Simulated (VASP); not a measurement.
Write the native input for VASP 6.6.1 that does the following.

| Quantity | Value |
| --- | --- |
| Task | single point |
| Functional | PBE |
| Potentials or basis | VASP PAW PBE potentials, release 64 (Fe_sv, S) |
| Cutoff | 690 eV |
| k mesh | 3 × 3 × 3 |
| Occupations | fermi-dirac, width 0.05 eV |
| Spin | collinear spin, ferromagnetic start |
| Starting moments | [4.0, 4.0, 4.0, 4.0, 0.0, 0.0, 0.0, 0.0, 0.0, 0.0, 0.0, 0.0] μB |
| Hubbard terms | Fe d U = 5.3 eV |
| Dipole correction | no |
| Further INCAR settings | ALGO = Normal; EDIFF = 1e-06; NBANDS = 72 |

The structure of FeS2 lies in POSCAR:

```
FeS2
1.0
    5.3825000000      0.0000000000      0.0000000000
    0.0000000000      5.3825000000      0.0000000000
    0.0000000000      0.0000000000      5.3825000000
Fe S
4 8
Direct
    0.0000000000      0.0000000000      0.0000000000
    0.5000000000      0.0000000000      0.5000000000
    0.5000000000      0.5000000000      0.0000000000
    0.0000000000      0.5000000000      0.5000000000
    0.3849000000      0.3849000000      0.3849000000
    0.1151000000      0.6151000000      0.8849000000
    0.8849000000      0.1151000000      0.6151000000
    0.6151000000      0.8849000000      0.1151000000
    0.6151000000      0.6151000000      0.6151000000
    0.8849000000      0.3849000000      0.1151000000
    0.1151000000      0.8849000000      0.3849000000
    0.3849000000      0.1151000000      0.8849000000
```

These files were run (other wordings do the same):

INCAR

```
  PREC = Accurate
  ENCUT = 690
  EDIFF = 1E-6
  ISMEAR = -1
  SIGMA = 0.05
  LREAL = F
  LASPH = T
  NELM = 200
  ALGO = Normal
  ISIF = 2
  LWAVE = F
  LCHARG = T
  ISPIN = 2
  MAGMOM = 4 4 4 4 0 0 0 0 0 0 0 0
  LORBIT = 11
  LMAXMIX = 4
  LDAU = T
  LDAUTYPE = 2
  LDAUL = 2 -1
  LDAUU = 5.3 0
  LDAUJ = 0 0
  LDAUPRINT = 1
  GGA = PE
  LELF = T
  LVHAR = T
  NBANDS = 72
  GGA_COMPAT = F
```

KPOINTS

```
Automatic mesh
0
Gamma
  3 3 3
```

Potentials or basis: VASP PAW PBE potentials, release 64 (Fe_sv, S).

Launch:

```bash
$ cat potpaw_PBE.64/Fe_sv/POTCAR potpaw_PBE.64/S/POTCAR > POTCAR
$ mpirun -np 1 vasp_std > vasp.out
```

Results of the run:

```yaml
Pressure: 27.1 GPa
Largest_force: 0.514 eV/Å
Net_moment: 7.93 μB per cell
Site_moments: Fe +2.11; S -0.10 μB
Valence_electrons_inside_the_program's_atomic_spheres: Fe 13.89; S 3.72
```

Caveat: the k points lie up to 0.39 Å⁻¹ apart; the run started ferromagnetic, and an antiferromagnetic order may lie lower in energy.

It took 3.4 min on 1 thread of Intel(R) Xeon(R) Platinum 8488C (Sapphire Rapids), with other jobs on the host, peak memory 0.44 GiB.
